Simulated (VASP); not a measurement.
# BaRhO3 (P4/mmm) in VASP: further runs

BaRhO3 is run at these levels: LDA; tasks: single point.

Everything below comes from runs of VASP 6.6.1. Logs are shortened: lines on timing, memory, paths and dates and some standing lists are left out, and cuts for length are marked.

## Step 1: The cell of the first run

Symmetry: P4/mmm, No. 123, tetragonal system. The conventional cell has a = 4.122 Å, b = 4.122 Å, c = 4.040 Å, α = 90.00°, β = 90.00°, γ = 90.00°. Ba (site symmetry 4/mmm) has 12 O at 2.89 to 2.91 Å and 8 Rh at 3.55 Å within 3.8 Å. Rh (site symmetry 4/mmm) has 6 O at 2.02 to 2.06 Å within 2.7 Å. Within 2.7 Å of O (site symmetry mmm) lie 2 Rh at 2.06 Å. O (site symmetry 4/mmm) has 2 Rh at 2.02 Å within 2.7 Å.

## Step 2: Single point, LDA

Input file INCAR:

```
ALGO = Normal
EDIFF = 1E-6
ENCUT = 520
ISIF = 2
ISMEAR = -1
LASPH = True
LCHARG = False
LREAL = False
LWAVE = False
NBANDS = 30
NELM = 60
PREC = Accurate
SIGMA = 0.02
```

Input file KPOINTS:

```
k-points
0
Gamma
  9 9 9
```

Input file POSCAR:

```
BaRhO3
1.0
    4.1217463333      0.0000000000      0.0000000000
    0.0000000000      4.1217463333      0.0000000000
    0.0000000000      0.0000000000      4.0403984474
Ba Rh O
1 1 3
Direct
    0.0000000000      0.0000000000      0.0000000000
    0.5000000000      0.5000000000      0.5000000000
    0.5000000000      0.0000000000      0.5000000000
    0.0000000000      0.5000000000      0.5000000000
    0.5000000000      0.5000000000      0.0000000000
```

Potentials or basis: VASP PAW LDA potentials, release 64 (Ba_sv, Rh_pv, O).

Launch:

```
$ cat potpaw_LDA.64/Ba_sv/POTCAR potpaw_LDA.64/Rh_pv/POTCAR potpaw_LDA.64/O/POTCAR > POTCAR
$ mpirun -np 1 vasp_std > vasp.out
```

OUTCAR:

```text
EDIFF = 1E-6
   ENCUT = 520
   ISIF = 2
   ISMEAR = -1
   LASPH = True
   LREAL = False
   NELM = 60
   PREC = Accurate

 ion  position               nearest neighbor table
   1  0.000  0.000  0.000-   3 2.89   4 2.89   3 2.89   4 2.89   4 2.89   4 2.89   3 2.89   3 2.89
                             5 2.91   5 2.91   5 2.91   5 2.91   2 3.55   2 3.55   2 3.55   2 3.55
   2  0.500  0.500  0.500-   5 2.02   5 2.02   3 2.06   4 2.06   3 2.06   4 2.06   1 3.55   1 3.55
                             1 3.55   1 3.55   1 3.55   1 3.55   1 3.55   1 3.55
   3  0.500  0.000  0.500-   2 2.06   2 2.06   1 2.89   1 2.89   1 2.89   1 2.89
   4  0.000  0.500  0.500-   2 2.06   2 2.06   1 2.89   1 2.89   1 2.89   1 2.89
   5  0.500  0.500  0.000-   2 2.02   2 2.02   1 2.91   1 2.91   1 2.91   1 2.91

  LATTYP: Found a simple tetragonal cell.
 ALAT       =     4.1217463333
 C/A-ratio  =     0.9802637331

  Lattice vectors:

 A1 = (   4.1217463333,   0.0000000000,   0.0000000000)
 A2 = (   0.0000000000,   4.1217463333,   0.0000000000)
 A3 = (   0.0000000000,   0.0000000000,   4.0403984474)

Analysis of symmetry for initial positions (statically):
=====================================================================
 Subroutine PRICEL returns:
 Original cell was already a primitive cell.

 Routine SETGRP: Setting up the symmetry group for a
 simple tetragonal supercell.

 Subroutine GETGRP returns: Found 16 space group operations
 (whereof 16 operations were pure point group operations)
 out of a pool of 16 trial point group operations.

The static configuration has the point symmetry D_4h.

Analysis of symmetry for dynamics (positions and initial velocities):
=====================================================================
 Subroutine PRICEL returns:
 Original cell was already a primitive cell.

 Routine SETGRP: Setting up the symmetry group for a
 simple tetragonal supercell.

 Subroutine GETGRP returns: Found 16 space group operations
 (whereof 16 operations were pure point group operations)
 out of a pool of 16 trial point group operations.

The dynamic configuration has the point symmetry D_4h.

 Subroutine INISYM returns: Found 16 space group operations
 (whereof 16 operations are pure point group operations),
 and found     1 'primitive' translations

----------------------------------------------------------------------------------------

                                     Primitive cell

  volume of cell :      68.6415

  direct lattice vectors                    reciprocal lattice vectors
     4.121746333  0.000000000  0.000000000     0.242615610  0.000000000  0.000000000
     0.000000000  4.121746333  0.000000000     0.000000000  0.242615610  0.000000000
     0.000000000  0.000000000  4.040398447     0.000000000  0.000000000  0.247500343

  length of vectors
     4.121746333  4.121746333  4.040398447     0.242615610  0.242615610  0.247500343

  position of ions in fractional coordinates (direct lattice)
     0.000000000  0.000000000  0.000000000
     0.500000000  0.500000000  0.500000000
     0.500000000  0.000000000  0.500000000
     0.000000000  0.500000000  0.500000000
     0.500000000  0.500000000  0.000000000

  ion indices of the primitive-cell ions
   primitive index   ion index
                 1           1
                 2           2
                 3           3
                 4           4
                 5           5

----------------------------------------------------------------------------------------

 KPOINTS: k-points

Automatic generation of k-mesh.
 Grid dimensions read from file:
 generate k-points for:    9    9    9

 Generating k-lattice:

  Cartesian coordinates                     Fractional coordinates (reciprocal lattice)
     0.026957290  0.000000000  0.000000000     0.111111111  0.000000000  0.000000000
     0.000000000  0.026957290  0.000000000     0.000000000  0.111111111  0.000000000
     0.000000000  0.000000000  0.027500038     0.000000000  0.000000000  0.111111111

  Length of vectors
     0.026957290  0.026957290  0.027500038

  Shift w.r.t. Gamma in fractional coordinates (k-lattice)
     0.000000000  0.000000000  0.000000000

 Subroutine IBZKPT returns following result:
 ===========================================

 Found     75 irreducible k-points:

 Following reciprocal coordinates:
            Coordinates               Weight
  0.000000  0.000000  0.000000      1.000000
  0.111111  0.000000  0.000000      4.000000
  0.222222  0.000000  0.000000      4.000000
  0.333333  0.000000  0.000000      4.000000
  0.444444  0.000000  0.000000      4.000000
  0.111111  0.111111  0.000000      4.000000
[... 16 lines left out ...]
  0.333333  0.111111  0.111111     16.000000
  0.444444  0.111111  0.111111     16.000000
 [... further k-points ...]
   k-points           NKPTS =     75   k-points in BZ     NKDIM =     75   number of bands    NBANDS=     30
   number of dos      NEDOS =    301   number of ions     NIONS =      5
   total plane-waves  NPLWV =  30720
   dimension x,y,z NGX =    32 NGY =   32 NGZ =   30
   dimension x,y,z NGXF=    64 NGYF=   64 NGZF=   60
   ions per type =               1   1   3
   NGX,Y,Z   is equivalent  to a cutoff of  12.91, 12.91, 12.34 a.u.
   NGXF,Y,Z  is equivalent  to a cutoff of  25.81, 25.81, 24.69 a.u.
 SYSTEM =  unknown system
   PREC   = accura    normal or accurate (medium, high low for compatibility)
   ISTART =      0    job   : 0-new  1-cont  2-samecut
   ICHARG =      2    charge: 1-file 2-atom 10-const
   ISPIN  =      1    spin polarized calculation?
   LNONCOLLINEAR =      F non collinear calculations
   LSORBIT =      F    spin-orbit coupling
   LASPH  =      T    aspherical Exc in radial PAW
   ENCUT  =  520.0 eV  38.22 Ry    6.18 a.u.   7.66  7.66  7.51*2*pi/ulx,y,z
   NELM   =     60;   NELMIN=  2; NELMDL= -5     # of ELM steps
   EDIFF  = 0.1E-05   stopping-criterion for ELM
   LREAL  =      F    real-space projection
   EDIFFG = 0.1E-04   stopping-criterion for IOM
   NSW    =      0    number of steps for IOM
   IBRION =     -1    ionic relax: 0-MD 1-quasi-New 2-CG
   NFREE  =      0    steps in history (QN), initial steepest desc. (CG)
   ISIF   =      2    stress and relaxation
   ISYM   =      2    0-nonsym 1-usesym 2-fastsym
   POTIM  = 0.5000    time-step for ionic-motion
   TEBEG  =    0.0;   TEEND  =   0.0 temperature during run
   PSTRESS=    0.0 pullay stress
   NELECT =      43.0000    total number of electrons
   NUPDOWN=      -1.0000    fix difference up-down
   EMIN   =  10.00;   EMAX   =-10.00  energy-range for DOS
   EFERMI =   0.00;   METHOD = LEGACY
   ISMEAR =    -1;   SIGMA  =   0.02  broadening in eV -4-tet -1-fermi 0-gaus
   EFERMI_NEDOS =   21; number of points for ismear=-14 and -15
   IALGO  =     38    algorithm
   IMIX   =      4    mixing-type and parameters
     AMIX     =   0.40;   BMIX     =  1.00
     AMIX_MAG =   1.60;   BMIX_MAG =  1.00
  volume/ion in A,a.u.               =      13.73        92.64
  Fermi-wavevector in a.u.,A,eV,Ry     =   1.400776  2.647083 26.696996  1.962174
  Thomas-Fermi vector in A             =   2.523703
   LORBIT       =      0    0 simple, 1 ext, 2 COOP (PROOUT), +10 PAW based schemes
   GGA     = CA    functional components
   LHFCALC =     F    Hartree Fock is set to
   AEXX    =    0.0000 exact exchange contribution
   IVDW    =     0    specifies the selected vdW correction
   LEPSILON=     F    determine dielectric tensor
   LRPA    =     F    only Hartree local field effects (RPA)
 non-spin polarized calculation
  energy-cutoff  :      520.00
  volume of cell :       68.64
 maximum number of plane-waves:      1862
 NGX is ok and might be reduce to    32

 number of electron      43.0000010 magnetization

 Free energy of the ion-electron system (eV)
  ---------------------------------------------------
  ext. energy  EPLUGINS =         0.00000000
  ---------------------------------------------------
  free energy    TOTEN  =       -36.04336572 eV

  energy without entropy =      -36.03302978  energy(sigma->0) =      -36.03819775

 E-fermi :   4.0970     XC(G=0): -11.6808

 val. band max:        4.0875658793   @ k =   0.4444   0.0000   0.0000
 cond. band min:       4.1010707753   @ k =   0.4444   0.3333   0.2222
 fundamental gap:      0.0135048960
 Fermi energy:         4.0970459842

 k-point     1 :       0.0000    0.0000    0.0000
  band No.  band energies     occupation
      1     -43.2226      2.00000
      2     -43.1365      2.00000
      3     -43.1365      2.00000
      4     -21.5201      2.00000
      5     -13.6750      2.00000
      6     -12.9954      2.00000
[... 22 lines left out ...]
     29      11.4360      0.00000
     30      11.4360      0.00000

 k-point     2 :       0.1111    0.0000    0.0000
  band No.  band energies     occupation
      1     -43.2226      2.00000
      2     -43.1371      2.00000
      3     -43.1365      2.00000
      4     -21.5106      2.00000
      5     -13.6826      2.00000
      6     -12.9811      2.00000
[... 22 lines left out ...]
     29      11.4291      0.00000
     30      11.5670      0.00000

 k-point     3 :       0.2222    0.0000    0.0000
  band No.  band energies     occupation
      1     -43.2225      2.00000
      2     -43.1387      2.00000
      3     -43.1364      2.00000
      4     -21.4865      2.00000
      5     -13.7163      2.00000
      6     -12.9531      2.00000
[... 22 lines left out ...]
     29      11.7125      0.00000
     30      11.8867      0.00000

 k-point     4 :       0.3333    0.0000    0.0000
  band No.  band energies     occupation
      1     -43.2224      2.00000
      2     -43.1405      2.00000
      3     -43.1363      2.00000
      4     -21.4587      2.00000
      5     -13.7752      2.00000
      6     -12.9392      2.00000
[... 616 lines left out ...]
     29      11.7885      0.00000
     30      12.0800      0.00000

 k-point    23 :       0.3333    0.1111    0.1111
  band No.  band energies     occupation
      1     -43.2232      2.00000
      2     -43.1404      2.00000
      3     -43.1369      2.00000
      4     -21.4426      2.00000
      5     -13.6886      2.00000
      6     -12.9224      2.00000
[... 22 lines left out ...]
     29      11.9705      0.00000
     30      12.6934      0.00000

 k-point    24 :       0.4444    0.1111    0.1111
  band No.  band energies     occupation
      1     -43.2231      2.00000
      2     -43.1415      2.00000
      3     -43.1368      2.00000
      4     -21.4254      2.00000
      5     -13.7213      2.00000
      6     -12.9134      2.00000
[... 22 lines left out ...]
     29      12.0741      0.00000
     30      13.6606      0.00000

 [... further k-points ...]
[... 5 lines left out ...]
  --------------------------------------------------------------------------------------
  -------------------------------------------------------------------------------------
  Total       -6.2848329     -6.2848329     -6.1197361      0.0000000      0.0000000     -0.0000000
  in kB     -146.6957738   -146.6957738   -142.8422089      0.0000000      0.0000000     -0.0000000
  external PRESSURE =    -145.4112521 kB  Pullay stress =       0.0000000 kB

 VOLUME and BASIS-vectors are now :
 -----------------------------------------------------------------------------
  energy-cutoff  :      520.00
  volume of cell :       68.64
      direct lattice vectors                 reciprocal lattice vectors
     4.121746333  0.000000000  0.000000000     0.242615610  0.000000000  0.000000000
     0.000000000  4.121746333  0.000000000     0.000000000  0.242615610  0.000000000
     0.000000000  0.000000000  4.040398447     0.000000000  0.000000000  0.247500343

 POSITION                                       TOTAL-FORCE (eV/Angst)
 -----------------------------------------------------------------------------------
      0.00000      0.00000      0.00000         0.000000      0.000000      0.000000
      2.06087      2.06087      2.02020         0.000000      0.000000      0.000000
      2.06087      0.00000      2.02020         0.000000      0.000000      0.000000
      0.00000      2.06087      2.02020         0.000000      0.000000      0.000000
      2.06087      2.06087      0.00000         0.000000      0.000000      0.000000
 -----------------------------------------------------------------------------------
    total drift:                                0.000000     -0.000000     -0.000000

  FREE ENERGIE OF THE ION-ELECTRON SYSTEM (eV)
  ---------------------------------------------------
  free  energy   TOTEN  =       -36.0433657163 eV

  energy  without entropy=      -36.0330297774  energy(sigma->0) =      -36.03819775
```

Run time: 81 s. Hardware: 1 thread of Intel Xeon 8259CL, shared host; peak memory 0.27 GiB.

Results:

* Free energy: -36.0434 eV
* Pressure: -14.5 GPa
* Band gap on the k mesh: zero (an odd number of electrons rules out a gap without spin polarisation)

Levels at points of the mesh, in eV from the Fermi level:
```csv
k point,band 20,band 21,band 22,band 23,band 24,band 25
"(0.00, 0.00, 0.00)",-1.38,-1.38,-1.36,-0.92,-0.84,3.97
```

Caveat: the cell stands under tension; spin-orbit coupling is left out, which moves the levels of the heavy elements; an odd number of electrons without spin polarisation forces a metal; a magnetic or distorted state may lie lower.

## Step 3: Single point, LDA

Input file INCAR:

```
SYSTEM = BaRhO3
PREC     = Accurate       ! precision mode
ENCUT    = 520            ! plane-wave cutoff, eV
EDIFF    = 1E-6           ! SCF threshold, eV
ISMEAR   = -1             ! smearing method
SIGMA    = 0.02           ! smearing width, eV
LREAL    = .FALSE.        ! projectors in reciprocal space
LASPH    = .TRUE.         ! aspherical terms in the spheres
NELM     = 80             ! most SCF steps
ALGO     = Normal         ! electronic algorithm
ISIF     = 2              ! what is computed and relaxed
LWAVE    = .FALSE.        ! write WAVECAR
LCHARG   = .TRUE.         ! write CHGCAR
GGA      = CA             ! functional
LELF     = .TRUE.         ! ELF
LVHAR    = .TRUE.       
NBANDS   = 30             ! bands
```

Input file KPOINTS:

```
regular mesh
0
G
  9 9 9
  0 0 0
```

Edit POSCAR of step 2 so:

```diff
@@ -2,5 +2,5 @@
 1.0
-    4.1217463333      0.0000000000      0.0000000000
-    0.0000000000      4.1217463333      0.0000000000
-    0.0000000000      0.0000000000      4.0403984474
+    4.1490426667      0.0000000000      0.0000000000
+    0.0000000000      4.1490426667      0.0000000000
+    0.0000000000      0.0000000000      3.9874101887
 Ba Rh O
```

Potentials or basis: VASP PAW LDA potentials, release 64 (Ba_sv, Rh_pv, O).

Launch:

```
$ cat potpaw_LDA.64/Ba_sv/POTCAR potpaw_LDA.64/Rh_pv/POTCAR potpaw_LDA.64/O/POTCAR > POTCAR
$ mpirun -np 1 vasp_std > vasp.out
```

It took 2 min on 1 thread of Intel Xeon 8259CL, shared host; peak memory 0.27 GiB.

Results (log left out):

```
Free energy            : -36.0405 eV
Pressure               : -14.3 GPa
Band gap on the k mesh : zero (an odd number of electrons rules out a gap without spin polarisation)
```

Stress tensor (GPa, compression positive):
```
-14.46   0.00   0.00
  0.00 -14.46   0.00
  0.00   0.00 -13.88
```

Levels at points of the mesh, in eV from the Fermi level:
| k point | band 19 | band 20 | band 21 | band 22 | band 23 | band 24 | band 25 | band 26 |
| --- | --- | --- | --- | --- | --- | --- | --- | --- |
| (0.00, 0.00, 0.00) | -1.84 | -1.37 | -1.37 | -1.33 | -0.97 | -0.81 | 3.89 | 4.22 |

Caveat: the cell stands under tension; spin-orbit coupling is left out, which moves the levels of the heavy elements; an odd number of electrons without spin polarisation forces a metal; a magnetic or distorted state may lie lower.

## Step 4: Single point, LDA

This run uses another cell than the first one, of the same volume but with other edges.

Input file INCAR:

```
SYSTEM = BaRhO3
ALGO     = Normal         ! electronic algorithm
EDIFF    = 1E-6           ! SCF threshold, eV
ENCUT    = 520            ! plane-wave cutoff, eV
GGA      = CA             ! functional
ISIF     = 2              ! what is computed and relaxed
ISMEAR   = -1             ! smearing method
LASPH    = .True.         ! aspherical terms in the spheres
LCHARG   = .True.         ! write CHGCAR
LELF     = .True.         ! ELF
LREAL    = .False.        ! projectors in reciprocal space
LVHAR    = .True.       
LWAVE    = .False.        ! write WAVECAR
NBANDS   = 30             ! bands
NELM     = 100            ! most SCF steps
PREC     = Accurate       ! precision mode
SIGMA    = 0.02           ! smearing width, eV
```

Input file KPOINTS:

```
k-points
0
Gamma
  9 9 9
  0 0 0
```

Edit POSCAR of step 3 so:

```diff
@@ -2,5 +2,5 @@
 1.0
-    4.1490426667      0.0000000000      0.0000000000
-    0.0000000000      4.1490426667      0.0000000000
-    0.0000000000      0.0000000000      3.9874101887
+    4.1763390000      0.0000000000      0.0000000000
+    0.0000000000      4.1763390000      0.0000000000
+    0.0000000000      0.0000000000      3.9354575163
 Ba Rh O
```

Launch:

```
$ cat potpaw_LDA.64/Ba_sv/POTCAR potpaw_LDA.64/Rh_pv/POTCAR potpaw_LDA.64/O/POTCAR > POTCAR
$ mpirun -np 1 vasp_std > vasp.out
```

Wall time 2 min (1 thread of Intel Xeon 8259CL, shared host); peak memory 0.26 GiB.

It converged, with:

```yaml
Free_energy: -36.0370 eV
Pressure: -13.8 GPa
Band_gap_on_the_k_mesh: zero (an odd number of electrons rules out a gap without spin polarisation)
```

Stress tensor (GPa, compression positive):
```
-14.03   0.00   0.00
  0.00 -14.03   0.00
  0.00   0.00 -13.26
```

Levels at points of the mesh, in eV from the Fermi level:
| k point | band 20 | band 21 | band 22 | band 23 | band 24 | band 25 |
| --- | --- | --- | --- | --- | --- | --- |
| (0.00, 0.00, 0.00) | -1.34 | -1.34 | -1.31 | -1.01 | -0.79 | 3.80 |

Caveat: the cell stands under tension; spin-orbit coupling is left out, which moves the levels of the heavy elements; an odd number of electrons without spin polarisation forces a metal; a magnetic or distorted state may lie lower.

## Step 5: Overview

```csv
cell,gap on the mesh (eV),pressure (GPa)
"a = 4.122, b = 4.122, c = 4.040 Å, 5 atoms",none,-14.5
"a = 4.149, b = 4.149, c = 3.987 Å, 5 atoms",none,-14.3
"a = 4.176, b = 4.176, c = 3.935 Å, 5 atoms",none,-13.8
```

Alike in all rows: task single point; level LDA; potentials or basis VASP PAW LDA potentials, release 64 (Ba_sv, Rh_pv, O); no spin polarisation; k mesh 9 × 9 × 9; cutoff (eV) 520; smearing fermi-dirac 0.02 eV.

Caveats: the cell stands under tension; spin-orbit coupling is left out, which moves the levels of the heavy elements; an odd number of electrons without spin polarisation forces a metal; a magnetic or distorted state may lie lower.

Total energies depend on the potentials used, so only differences within one code and one set of settings carry meaning.
